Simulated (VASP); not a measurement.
A run of VASP 6.6.1 is set up as follows.

Contents of INCAR:

```
SYSTEM = Si23O48
  PREC = Accurate
  ENCUT = 520
  EDIFF = 1E-6
  ISMEAR = -1
  SIGMA = 0.05
  LREAL = Auto
  LASPH = .TRUE.
  NELM = 60
  ALGO = Normal
  ISIF = 2
  LWAVE = .FALSE.
  LCHARG = .TRUE.
  GGA = PS
  LELF = .TRUE.
  LVHAR = .TRUE.
  NBANDS = 231
  NELECT = 384.0
  ISYM = 0
```

Contents of KPOINTS:

```
Automatic mesh
0
Gamma
  1 1 1
  0.25 0.25 0.25
```

File POSCAR:

```
Si23O48
1.0
    8.3886930000      0.0000000000      0.0000000000
    0.0000000000      8.3886930000      0.0000000000
    0.0000000000      0.0000000000      8.0356430000
Si O
23 48
Direct
    0.9996900000      0.0002120000      0.0007500000
    0.9996850000      0.0002140000      0.3330590000
    0.9996680000      0.0001990000      0.6653730000
    0.9996790000      0.5001990000      0.9994990000
    0.9996760000      0.5002050000      0.3330530000
    0.9996760000      0.5001930000      0.6666150000
    0.4996670000      0.0002040000      0.9995010000
    0.4996840000      0.0002030000      0.3330560000
    0.4996840000      0.0001900000      0.6666200000
    0.4996780000      0.5002200000      0.0136790000
    0.4996850000      0.5001960000      0.6524120000
    0.2521690000      0.2526880000      0.1711390000
    0.2521170000      0.2526330000      0.4950120000
    0.2503480000      0.2508650000      0.8330780000
    0.2581450000      0.7417480000      0.1654450000
    0.2581700000      0.7417080000      0.5006540000
    0.2535830000      0.7463030000      0.8330490000
    0.7411890000      0.2586830000      0.1654580000
    0.7411950000      0.2586650000      0.5006720000
    0.7457610000      0.2540980000      0.8330630000
    0.7472300000      0.7477560000      0.1711060000
    0.7472180000      0.7477370000      0.4949830000
    0.7490190000      0.7495440000      0.8330460000
    0.1528030000      0.1533090000      0.9999990000
    0.1469690000      0.1474720000      0.3330430000
    0.1527890000      0.1532970000      0.6661030000
    0.1468010000      0.6559990000      0.9963200000
    0.1511580000      0.6533320000      0.3330550000
    0.1468370000      0.6559850000      0.6697670000
    0.6554800000      0.1473120000      0.9963330000
    0.6528170000      0.1516680000      0.3330520000
    0.6554770000      0.1473270000      0.6697830000
    0.6552360000      0.6557400000      0.9995370000
    0.6612290000      0.6617050000      0.3330300000
    0.6552240000      0.6557430000      0.6665500000
    0.3441350000      0.3446750000      0.9995630000
    0.3381470000      0.3386920000      0.3331130000
    0.3441160000      0.3446660000      0.6665790000
    0.3438680000      0.8530820000      0.9963300000
    0.3465360000      0.8487390000      0.3330590000
    0.3438750000      0.8530840000      0.6697790000
    0.8525200000      0.3444120000      0.9963430000
    0.8481850000      0.3470760000      0.3330550000
    0.8525390000      0.3444040000      0.6697850000
    0.8465700000      0.8471040000      0.0000170000
    0.8523950000      0.8529300000      0.3330610000
    0.8465660000      0.8471040000      0.6661220000
    0.0949640000      0.4033690000      0.1653720000
    0.0949210000      0.4033350000      0.5007470000
    0.0981350000      0.4046400000      0.8330670000
    0.0975910000      0.9022940000      0.1649220000
    0.0975620000      0.9023000000      0.5012010000
    0.0959170000      0.9039590000      0.8330550000
    0.6035000000      0.3963350000      0.1508010000
    0.6034700000      0.3963190000      0.5152480000
    0.5958880000      0.4039720000      0.8330530000
    0.5965070000      0.9049240000      0.1653630000
    0.5965170000      0.9049160000      0.5007370000
    0.5952280000      0.9017340000      0.8330510000
    0.4028580000      0.0955010000      0.1653730000
    0.4028360000      0.0954580000      0.5007540000
    0.4041290000      0.0986650000      0.8330650000
    0.3958570000      0.6040870000      0.1508240000
    0.3958710000      0.6040590000      0.5152820000
    0.4034650000      0.5964400000      0.8330520000
    0.9017880000      0.0981080000      0.1649240000
    0.9017660000      0.0981120000      0.5011940000
    0.9034420000      0.0964550000      0.8330650000
    0.9044200000      0.5970480000      0.1653600000
    0.9044110000      0.5970510000      0.5007430000
    0.9012260000      0.5957620000      0.8330410000
```

Potentials or basis: VASP PAW PBE potentials, release 64 (Si, O).

The run is started by

```bash
$ cat potpaw_PBE.64/Si/POTCAR potpaw_PBE.64/O/POTCAR > POTCAR
$ mpirun -np 1 vasp_std > vasp.out
```

Predict the largest force.

0.115 eV/Å.

Forces in eV/Å, atoms in the order of the input:
```
Si   0.000  0.000 -0.008
Si  -0.002 -0.003  0.000
Si   0.001  0.000  0.006
Si   0.000  0.000 -0.002
Si   0.000 -0.001  0.000
Si   0.002  0.000 -0.001
Si   0.002 -0.001 -0.001
Si  -0.001  0.000  0.000
Si  -0.001  0.000 -0.002
Si   0.000  0.000 -0.011
Si   0.000 -0.002  0.014
Si  -0.018 -0.020 -0.059
Si  -0.015 -0.016  0.060
Si  -0.001  0.000 -0.004
Si  -0.056  0.054  0.035
Si  -0.058  0.060 -0.032
Si  -0.016  0.016  0.001
Si   0.058 -0.058  0.032
Si   0.057 -0.054 -0.035
Si   0.016 -0.014  0.001
Si   0.018  0.015 -0.058
Si   0.018  0.017  0.057
Si  -0.001 -0.001  0.002
O   -0.015 -0.017  0.009
O   -0.009 -0.008  0.002
O   -0.015 -0.016 -0.002
O   -0.021 -0.012  0.000
O   -0.025 -0.010  0.000
O   -0.027 -0.014  0.001
O   -0.013 -0.022  0.000
O   -0.010 -0.028  0.000
O   -0.014 -0.025  0.002
O   -0.032 -0.031 -0.003
O   -0.082 -0.080  0.001
O   -0.032 -0.033  0.005
O    0.032  0.034 -0.003
O    0.081  0.080 -0.007
O    0.032  0.033  0.003
O    0.014  0.025 -0.001
O    0.011  0.025 -0.001
O    0.014  0.022  0.000
O    0.026  0.013 -0.001
O    0.028  0.010 -0.001
O    0.020  0.014  0.001
O    0.018  0.015  0.003
O    0.008  0.010 -0.001
O    0.016  0.015 -0.007
O    0.025 -0.031 -0.001
O    0.026 -0.027 -0.001
O    0.018 -0.028 -0.001
O    0.031 -0.032  0.006
O    0.035 -0.034 -0.007
O    0.026 -0.026  0.002
O   -0.008  0.010  0.009
O   -0.002  0.007 -0.003
O   -0.012  0.013  0.000
O    0.029 -0.027  0.001
O    0.029 -0.025  0.001
O    0.027 -0.020  0.000
O   -0.030  0.026 -0.002
O   -0.027  0.027  0.001
O   -0.029  0.021 -0.002
O    0.004 -0.007  0.006
O    0.004 -0.005 -0.007
O    0.010 -0.011  0.001
O   -0.031  0.032  0.005
O   -0.030  0.032 -0.006
O   -0.029  0.028  0.000
O   -0.028  0.029 -0.002
O   -0.026  0.027  0.002
O   -0.021  0.028  0.000
```

Caveat: the cell carries a net charge on a neutralising background, which shifts energy and pressure; the PAW data sets were made with another functional, which shifts forces and pressure a little.
